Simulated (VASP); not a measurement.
Set up this calculation in VASP 6.6.1, as the native input.

- Task: single point
- Functional: PBE
- Potentials or basis: VASP PAW PBE potentials, release 64 (Ta_pv)
- Cutoff: 520 eV
- k mesh: 16 × 16 × 16
- Occupations: fermi-dirac, width 0.1 eV
- Spin: no spin polarisation
- Dipole correction: no
- Further INCAR settings: ALGO = Normal; EDIFF = 1e-07; NBANDS = 12

The structure of Ta lies in POSCAR:

```
Ta
1.0
    0.0000000000      2.1122865884      2.1122865884
    2.1122865884      0.0000000000      2.1122865884
    2.1122865884      2.1122865884      0.0000000000
Ta
1
Direct
    0.0000000000      0.0000000000      0.0000000000
```

One way to write it, as run:

INCAR

```
SYSTEM = Ta
PREC = Accurate ; ENCUT = 520
EDIFF = 1E-7 ; ISMEAR = -1
SIGMA = 0.1 ; LREAL = .FALSE.
LASPH = .TRUE. ; NELM = 80
ALGO = Normal ; ISIF = 2
LWAVE = .FALSE. ; LCHARG = .FALSE.
GGA = PE ; NBANDS = 12
```

KPOINTS

```
regular mesh
0
G
  16 16 16
  0 0 0
```

Potentials or basis: VASP PAW PBE potentials, release 64 (Ta_pv).

Launch:

```sh
$ cat potpaw_PBE.64/Ta_pv/POTCAR > POTCAR
$ mpirun -np 1 vasp_std > vasp.out
```

Results of the run:

The pressure is 0.0 GPa.

It took 13 s on 1 thread of AMD EPYC 9R45 (Zen 5) (shared host), peak memory 0.13 GiB.
